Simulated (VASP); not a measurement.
# Cd2B8Au3 (C2/m) in VASP: single point with PBEsol

Aim: the single point of Cd2B8Au3 with PBEsol.

Program: VASP 6.6.1. These are calculated values, not measurements. Logs are shortened: lines on timing, memory, paths and dates and some standing lists are left out, and cuts for length are marked.

### Step 1. The cell of the first run

Symmetry: C2/m, No. 12, monoclinic system. The conventional cell has a = 6.283 Å, b = 7.658 Å, c = 5.658 Å, α = 90.00°, β = 100.50°, γ = 90.00°. Au (site symmetry 2) has 6 B at 2.25 to 2.42 Å and 2 Cd at 2.67 Å within 3.0 Å. Within 2.9 Å of Au (site symmetry 2/m) lie 12 B at 2.19 to 2.83 Å and 2 Cd at 2.61 Å. B (site symmetry m) has 2 B at 1.71 to 1.72 Å and 3 Au at 2.19 to 2.25 Å and 1 Cd at 2.29 Å within 2.3 Å. B (site symmetry 1) has 3 B at 1.82 to 2.01 Å and 1 Cd at 2.36 Å within 2.4 Å. Within 2.3 Å of B (site symmetry m) lie 3 B at 1.71 to 2.01 Å and 1 Au at 2.21 Å. Cd (site symmetry m) has 11 B at 2.29 to 2.88 Å and 3 Au at 2.61 to 2.67 Å within 3.0 Å.

### Step 2. Single point, PBEsol

File INCAR:

```
  ALGO = Normal
  EDIFF = 1E-7
  ENCUT = 520
  GGA = PS
  ISIF = 2
  ISMEAR = -1
  LASPH = T
  LCHARG = F
  LREAL = F
  LWAVE = F
  NBANDS = 52
  NELM = 100
  PREC = Accurate
  SIGMA = 0.1
```

File KPOINTS:

```
k-points
0
Gamma
  4 4 4
```

File POSCAR:

```
Cd2B8Au3
1.0
   -0.0000003487      7.6584165191     -0.0000001235
    3.1415723949     -3.8292081170     -0.0280223702
    0.9818457868     -0.0000000452     -5.5721981004
Au B Cd
3 8 2
Direct
    0.2718618062      0.0000000000      0.0000000000
    0.7281381938      0.0000000000      0.0000000000
    0.0000000000      0.0000000000      0.5000000000
    0.0821059851      0.1642119701      0.1062911159
    0.9178940149      0.8357880299      0.8937088841
    0.4144713455      0.2398559360      0.5705179368
    0.1746154096      0.7601440640      0.4294820632
    0.5855286545      0.7601440640      0.4294820632
    0.8253845904      0.2398559360      0.5705179368
    0.6932761880      0.3865523759     -0.2381253066
    0.3067238120      0.6134476241      1.2381253066
    0.6854877485      0.3709754970      0.2552742014
    0.3145122515      0.6290245030      0.7447257986
```

Potentials or basis: VASP PAW PBE potentials, release 64 (Au, B, Cd).

Started as:

```console
$ cat potpaw_PBE.64/Au/POTCAR potpaw_PBE.64/B/POTCAR potpaw_PBE.64/Cd/POTCAR > POTCAR
$ mpirun -np 1 vasp_std > vasp.out
```

OUTCAR:

```text
EDIFF = 1E-7
   ENCUT = 520
   GGA = PS
   ISIF = 2
   ISMEAR = -1
   LASPH = T
   LREAL = F
   NELM = 100
   PREC = Accurate

 ion  position               nearest neighbor table
   1  0.272  0.000  0.000-   4 2.25   5 2.25  11 2.40  10 2.40   6 2.42   7 2.42  12 2.67  13 2.67
                            12 3.05  13 3.05   2 3.16   2 3.16   2 3.49   3 3.51   3 3.51
   2  0.728  0.000  0.000-   5 2.25   4 2.25  10 2.40  11 2.40   8 2.42   9 2.42  13 2.67  12 2.67
                            13 3.05  12 3.05   1 3.16   1 3.16   1 3.49   3 3.51   3 3.51
   3  0.000  0.000  0.500-   4 2.19   5 2.19  11 2.21  10 2.21   8 2.43   6 2.43   9 2.43   7 2.43
                            13 2.61  12 2.61   7 2.83   9 2.83   8 2.83   6 2.83   1 3.51   2 3.51
   4  0.082  0.164  0.106-  11 1.71   5 1.72   3 2.19   1 2.25   2 2.25  13 2.29  12 2.48
   5  0.918  0.836  0.894-  10 1.71   4 1.72   3 2.19   2 2.25   1 2.25  12 2.29  13 2.48
   6  0.414  0.240  0.571-   8 1.82   7 1.83  10 2.01  12 2.36   1 2.42   3 2.43  13 2.54   3 2.83
                            13 2.83
   7  0.175  0.760  0.429-   9 1.82   6 1.83  11 2.01  13 2.36   1 2.42   3 2.43  12 2.54   3 2.83
                            12 2.83
   8  0.586  0.760  0.429-   6 1.82   9 1.83  11 2.01  13 2.36   2 2.42   3 2.43  12 2.54   3 2.83
                            12 2.83
   9  0.825  0.240  0.571-   7 1.82   8 1.83  10 2.01  12 2.36   2 2.42   3 2.43  13 2.54   3 2.83
                            13 2.83
  10  0.693  0.387  0.762-   5 1.71   9 2.01   6 2.01   3 2.21   2 2.40   1 2.40  13 2.40  12 2.78
                            12 2.88
  11  0.307  0.613  0.238-   4 1.71   7 2.01   8 2.01   3 2.21   1 2.40   2 2.40  12 2.40  13 2.78
                            13 2.88
  12  0.685  0.371  0.255-   5 2.29   9 2.36   6 2.36  11 2.40   4 2.48   7 2.54   8 2.54   3 2.61
                             1 2.67   2 2.67  10 2.78   8 2.83   7 2.83  10 2.88   1 3.05   2 3.05
  13  0.315  0.629  0.745-   4 2.29   7 2.36   8 2.36  10 2.40   5 2.48   9 2.54   6 2.54   3 2.61
                             2 2.67   1 2.67  11 2.78   6 2.83   9 2.83  11 2.88   2 3.05   1 3.05

  LATTYP: Found a base centered monoclinic cell.
 ALAT       =     6.2833943927
 B/A-ratio  =     1.2188342861
 C/A-ratio  =     0.9004750153
 COS(beta)  =    -0.1823083833

  Lattice vectors:

 A1 = (  -3.1415720462,  -3.8292084021,   0.0280224937)
 A2 = (  -3.1415723949,   3.8292081170,   0.0280223702)
 A3 = (   0.9818457868,  -0.0000000452,  -5.5721981004)

Analysis of symmetry for initial positions (statically):
=====================================================================
 Subroutine PRICEL returns:
 Original cell was already a primitive cell.

 Routine SETGRP: Setting up the symmetry group for a
 base centered monoclinic supercell.

 Subroutine GETGRP returns: Found  4 space group operations
 (whereof  4 operations were pure point group operations)
 out of a pool of  4 trial point group operations.

The static configuration has the point symmetry C_2h.

Analysis of symmetry for dynamics (positions and initial velocities):
=====================================================================
 Subroutine PRICEL returns:
 Original cell was already a primitive cell.

 Routine SETGRP: Setting up the symmetry group for a
 base centered monoclinic supercell.

 Subroutine GETGRP returns: Found  4 space group operations
 (whereof  4 operations were pure point group operations)
 out of a pool of  4 trial point group operations.

The dynamic configuration has the point symmetry C_2h.

 Subroutine INISYM returns: Found  4 space group operations
 (whereof  4 operations are pure point group operations),
 and found     1 'primitive' translations

----------------------------------------------------------------------------------------

                                     Primitive cell

  volume of cell :     133.8534

  direct lattice vectors                    reciprocal lattice vectors
    -0.000000349  7.658416519 -0.000000123     0.159406515  0.130575303  0.028088127
     3.141572395 -3.829208117 -0.028022370     0.318813042  0.000000015  0.056176259
[... 42 lines left out ...]
 generate k-points for:    4    4    4

 Generating k-lattice:

  Cartesian coordinates                     Fractional coordinates (reciprocal lattice)
     0.039851629  0.032643826  0.007022032     0.250000000  0.000000000  0.000000000
     0.079703260  0.000000004  0.014044065    -0.000000000  0.250000000  0.000000000
    -0.000400826 -0.000000001 -0.044936225     0.000000000  0.000000000  0.250000000

  Length of vectors
     0.051991159  0.080931116  0.044938013

  Shift w.r.t. Gamma in fractional coordinates (k-lattice)
     0.000000000  0.000000000  0.000000000

 Subroutine IBZKPT returns following result:
 ===========================================

 Found     24 irreducible k-points:

 Following reciprocal coordinates:
            Coordinates               Weight
  0.000000  0.000000  0.000000      1.000000
  0.250000  0.000000  0.000000      4.000000
  0.500000  0.000000  0.000000      2.000000
  0.000000  0.250000 -0.000000      2.000000
  0.250000  0.250000  0.000000      4.000000
  0.500000  0.250000  0.000000      2.000000
[... 16 lines left out ...]
  0.500000  0.250000  0.500000      2.000000
 -0.000000  0.500000  0.500000      1.000000
   k-points           NKPTS =     24   k-points in BZ     NKDIM =     24   number of bands    NBANDS=     52
   number of dos      NEDOS =    301   number of ions     NIONS =     13
   total plane-waves  NPLWV = 100800
   dimension x,y,z NGX =    60 NGY =   40 NGZ =   42
   dimension x,y,z NGXF=   120 NGYF=   80 NGZF=   84
   ions per type =               3   8   2
   NGX,Y,Z   is equivalent  to a cutoff of  13.02, 13.43, 12.34 a.u.
   NGXF,Y,Z  is equivalent  to a cutoff of  26.05, 26.85, 24.68 a.u.
 SYSTEM =  unknown system
   PREC   = accura    normal or accurate (medium, high low for compatibility)
   ISTART =      0    job   : 0-new  1-cont  2-samecut
   ICHARG =      2    charge: 1-file 2-atom 10-const
   ISPIN  =      1    spin polarized calculation?
   LNONCOLLINEAR =      F non collinear calculations
   LSORBIT =      F    spin-orbit coupling
   LASPH  =      T    aspherical Exc in radial PAW
   ENCUT  =  520.0 eV  38.22 Ry    6.18 a.u.  14.24  9.21 10.52*2*pi/ulx,y,z
   NELM   =    100;   NELMIN=  2; NELMDL= -5     # of ELM steps
   EDIFF  = 0.1E-06   stopping-criterion for ELM
   LREAL  =      F    real-space projection
   EDIFFG = 0.1E-05   stopping-criterion for IOM
   NSW    =      0    number of steps for IOM
   IBRION =     -1    ionic relax: 0-MD 1-quasi-New 2-CG
   NFREE  =      0    steps in history (QN), initial steepest desc. (CG)
   ISIF   =      2    stress and relaxation
   ISYM   =      2    0-nonsym 1-usesym 2-fastsym
   POTIM  = 0.5000    time-step for ionic-motion
   TEBEG  =    0.0;   TEEND  =   0.0 temperature during run
   PSTRESS=    0.0 pullay stress
   NELECT =      81.0000    total number of electrons
   NUPDOWN=      -1.0000    fix difference up-down
   EMIN   =  10.00;   EMAX   =-10.00  energy-range for DOS
   EFERMI =   0.00;   METHOD = LEGACY
   ISMEAR =    -1;   SIGMA  =   0.10  broadening in eV -4-tet -1-fermi 0-gaus
   EFERMI_NEDOS =   21; number of points for ismear=-14 and -15
   IALGO  =     38    algorithm
   IMIX   =      4    mixing-type and parameters
     AMIX     =   0.40;   BMIX     =  1.00
     AMIX_MAG =   1.60;   BMIX_MAG =  1.00
  volume/ion in A,a.u.               =      10.30        69.48
  Fermi-wavevector in a.u.,A,eV,Ry     =   1.384714  2.616730 26.088250  1.917432
  Thomas-Fermi vector in A             =   2.509192
   LORBIT       =      0    0 simple, 1 ext, 2 COOP (PROOUT), +10 PAW based schemes
   GGA     = PS    functional components
   LHFCALC =     F    Hartree Fock is set to
   AEXX    =    0.0000 exact exchange contribution
   IVDW    =     0    specifies the selected vdW correction
   LEPSILON=     F    determine dielectric tensor
   LRPA    =     F    only Hartree local field effects (RPA)
 non-spin polarized calculation
  energy-cutoff  :      520.00
  volume of cell :      133.85
 maximum number of plane-waves:      3638
 NGX is ok and might be reduce to    60
   NGX = 29   NGY = 19   NGZ = 21

 number of electron      80.9999998 magnetization

 Free energy of the ion-electron system (eV)
  ---------------------------------------------------
  ext. energy  EPLUGINS =         0.00000000
  ---------------------------------------------------
  free energy    TOTEN  =       -60.14595103 eV

  energy without entropy =      -60.07475575  energy(sigma->0) =      -60.11035339

 E-fermi :   8.7279     XC(G=0): -12.7892

 val. band max:        8.6679972171   @ k =   0.0000  -0.0000   0.2500
 cond. band min:       8.7428516567   @ k =  -0.0000   0.2500   0.2500
 fundamental gap:      0.0748544396
 Fermi energy:         8.7279117314

 k-point     1 :       0.0000    0.0000    0.0000
  band No.  band energies     occupation
      1      -5.8254      2.00000
      2      -3.2782      2.00000
      3      -3.0652      2.00000
      4      -2.4251      2.00000
      5      -2.2140      2.00000
      6      -2.1441      2.00000
[... 1309 lines left out ...]
     51      14.3431      0.00000
     52      14.6129      0.00000

------------------------ aborting loop because EDIFF is reached ----------------------------------------

  FORCE on cell =-STRESS in cart. coord.  units (eV):
  Direction    XX          YY          ZZ          XY          YZ          ZX
  --------------------------------------------------------------------------------------
  -------------------------------------------------------------------------------------
  Total       17.6193072     17.2585042     17.5030404      0.0000000     -0.0000000     -0.1877317
  in kB      210.8967852    206.5781027    209.5051125      0.0000002     -0.0000001     -2.2470807
  external PRESSURE =     208.9933335 kB  Pullay stress =       0.0000000 kB

 VOLUME and BASIS-vectors are now :
 -----------------------------------------------------------------------------
  energy-cutoff  :      520.00
  volume of cell :      133.85
      direct lattice vectors                 reciprocal lattice vectors
    -0.000000349  7.658416519 -0.000000123     0.159406515  0.130575303  0.028088127
     3.141572395 -3.829208117 -0.028022370     0.318813042  0.000000015  0.056176259
     0.981845787 -0.000000045 -5.572198100    -0.001603302 -0.000000003 -0.179744901

 POSITION                                       TOTAL-FORCE (eV/Angst)
 -----------------------------------------------------------------------------------
     -0.00000      2.08203     -0.00000         0.000000     -0.053756      0.000000
     -0.00000      5.57639     -0.00000        -0.000000      0.053756     -0.000000
      0.49092     -0.00000     -2.78610         0.000000      0.000000      0.000000
      0.62025      0.00000     -0.59688        -0.001775     -0.000000     -0.024051
      3.50317      3.82921     -5.00334         0.001775      0.000000      0.024051
      1.31369      2.25574     -3.18576         0.002308     -0.032596     -0.013308
      2.80973     -1.57347     -2.41446        -0.002308     -0.032596      0.013308
      2.80973      1.57347     -2.41446        -0.002308      0.032596      0.013308
      1.31369      5.40268     -3.18576         0.002308      0.032596     -0.013308
      1.96243      3.82921     -4.25615         0.027072      0.000000     -0.000704
      2.16099      0.00000     -1.34407        -0.027072     -0.000000      0.000704
      1.41609      3.82921     -1.43283         0.005825      0.000000      0.010459
      2.70733      0.00000     -4.16739        -0.005825     -0.000000     -0.010459
 -----------------------------------------------------------------------------------
    total drift:                                0.000000      0.000000     -0.000000

  FREE ENERGIE OF THE ION-ELECTRON SYSTEM (eV)
  ---------------------------------------------------
  free  energy   TOTEN  =       -60.1459510310 eV

  energy  without entropy=      -60.0747557473  energy(sigma->0) =      -60.11035339
```

Wall time 4.9 min (1 thread of Oxide Virtual Turin-like, shared host); peak memory 0.34 GiB.

What came out:

```
Free energy   : -60.1460 eV
Pressure      : 20.9 GPa
Largest force : 0.054 eV/Å
```

Forces on the atoms (eV/Å):
```
Au   0.000 -0.054  0.000
Au   0.000  0.054  0.000
Au   0.000  0.000  0.000
B   -0.002  0.000 -0.024
B    0.002  0.000  0.024
B    0.002 -0.033 -0.013
B   -0.002 -0.033  0.013
B   -0.002  0.033  0.013
B    0.002  0.033 -0.013
B    0.027  0.000 -0.001
B   -0.027  0.000  0.001
Cd   0.006  0.000  0.010
Cd  -0.006  0.000 -0.010
```

Caveat: the k points lie up to 0.51 Å⁻¹ apart; the PAW data sets were made with another functional, which shifts forces and pressure a little; spin-orbit coupling is left out, which moves the levels of the heavy elements.
